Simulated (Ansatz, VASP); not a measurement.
## MnO2 in VASP and in Ansatz

File INCAR:

```
ALGO = Normal
EDIFF = 1E-6
ENCUT = 520
GGA = PS
ISIF = 2
ISMEAR = -1
ISPIN = 2
LASPH = True
LCHARG = False
LMAXMIX = 4
LORBIT = 11
LREAL = False
LWAVE = False
MAGMOM = 5 5 0 0 0 0
NBANDS = 38
NELM = 150
NUPDOWN = 10.0
PREC = Accurate
SIGMA = 0.05
```

KPOINTS

```
k-points
0
Gamma
  9 9 3
```

File POSCAR:

```
MnO2
1.0
    2.8549554371      0.0000000000      0.0000000000
   -1.4274777185      2.4724639352      0.0000000000
    0.0000000000      0.0000000000     10.2217427273
Mn O
2 4
Direct
    0.0000000000      0.0000000000      0.5000000000
    0.0000000000      0.0000000000      0.0000000000
    0.6666666667      0.3333333333      0.4068564500
    0.6666666667      0.3333333333      0.0931435500
    0.3333333333      0.6666666667      0.5931435500
    0.3333333333      0.6666666667      0.9068564500
```

input.yaml

```yaml
crystal:
  lattice:
    - [2.8549554371, 0.0, 0.0]
    - [-1.4274777185, 2.4724639352, 0.0]
    - [0.0, 0.0, 10.2217427273]
  atoms:
    - { symbol: Mn, position: [0.0, 0.0, 0.5], spin: 5.0 }
    - { symbol: Mn, position: [0.0, 0.0, 0.0], spin: 5.0 }
    - { symbol: O, position: [0.6666666667, 0.3333333333, 0.40685645] }
    - { symbol: O, position: [0.6666666667, 0.3333333333, 0.09314355] }
    - { symbol: O, position: [0.3333333333, 0.6666666667, 0.59314355] }
    - { symbol: O, position: [0.3333333333, 0.6666666667, 0.90685645] }
hamiltonian:
  xc: pbesol
  pseudopotentials: { kind: paw }
magnetization:
  spin_polarized: true
  initial_magnetization: 10.0
  spin_locking: { lock_magnetization: hard }
kpoints:
  mp_grid: { grid: [9, 9, 3] }
scf:
  occupations: { method: fermi_dirac, width: 0.05 }
  lower_state_search: "off"
output:
  forces: true
  stress: true
  eigenvalues: true
```

Alike in both runs: task single point; functional PBEsol; k mesh 9 × 9 × 3; occupations fermi-dirac, width 0.05 eV; collinear spin; fixed moment 10 μB.

|  | VASP | Ansatz |
| --- | --- | --- |
| version | VASP 6.6.1 | Ansatz 0.2.0 |
| potentials or method | VASP PAW PBE potentials, release 64 (Mn_pv, O) | Ansatz PAW |
| plane-wave cutoff (eV) | 520 | 420 |
| valence electrons in the cell | 50 | 54 |

|  | VASP | Ansatz | Ansatz less VASP |
| --- | --- | --- | --- |
| rms of the force components (eV/Å) | 0.588 | 0.547 | -0.0408 |
| net moment per atom (μB) | 1.67 | 1.67 | 0.000 |
| size of the moment on the site where the two differ most (μB) | 3.54 | 3.12 | -0.424 |

VASP's potentials were made for PBE, not for PBEsol. Site moments also hang on the region over which each program counts them. Atom by atom the forces differ by 0.041 eV/Å (rms over components). VASP's potentials hold 50 valence electrons a cell and Ansatz's 54, so a difference there can come from the potentials and not from the codes.
